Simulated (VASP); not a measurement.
Write the native input for VASP 6.6.1 that does the following.

```yaml
Task: single point
Functional: PBE
Potentials_or_basis: VASP PAW PBE potentials, release 64 (Zr_sv, O)
Cutoff: 600 eV
k_mesh: 4 × 4 × 4
Occupations: gaussian, width 0.01 eV
Spin: no spin polarisation
Dipole_correction: no
Further_INCAR_settings: ALGO = Normal; EDIFF = 1e-06; NBANDS = 19
```

The structure of ZrO2 lies in POSCAR:

```
ZrO2
1.0
    0.0000000000      2.6268572341      2.6268572341
    2.6268572341      0.0000000000      2.6268572341
    2.6268572341      2.6268572341      0.0000000000
Zr O
1 2
Direct
    0.0000000000      0.0000000000      0.0000000000
    0.2500000000      0.2500000000      0.2500000000
    0.7500000000      0.7500000000      0.7500000000
```

This cell differs from its parent crystal: volume changed by +10%.

One way to write it, as run:

INCAR

```
PREC = Accurate ; ENCUT = 600
EDIFF = 1E-6 ; ISMEAR = 0
SIGMA = 0.01 ; LREAL = False
LASPH = True ; NELM = 120
ALGO = Normal ; ISIF = 2
LWAVE = False ; LCHARG = True
GGA = PE ; LELF = True
LVHAR = True ; NBANDS = 19
GGA_COMPAT = False
```

KPOINTS

```
regular mesh
0
Gamma
  4 4 4
```

Potentials or basis: VASP PAW PBE potentials, release 64 (Zr_sv, O).

The run is started by

```console
$ cat potpaw_PBE.64/Zr_sv/POTCAR potpaw_PBE.64/O/POTCAR > POTCAR
$ mpirun -np 1 vasp_std > vasp.out
```

It gave:

```json
{
  "Pressure": "-15.9 GPa",
  "Band gap on the k mesh": "3.08 eV, indirect (least direct gap 3.46 eV)"
}
```

Caveat: the k points lie up to 0.52 Å⁻¹ apart.

Run time: 24 s on 1 thread of Intel Xeon 8259CL, with other jobs on the host, peak memory 0.16 GiB.
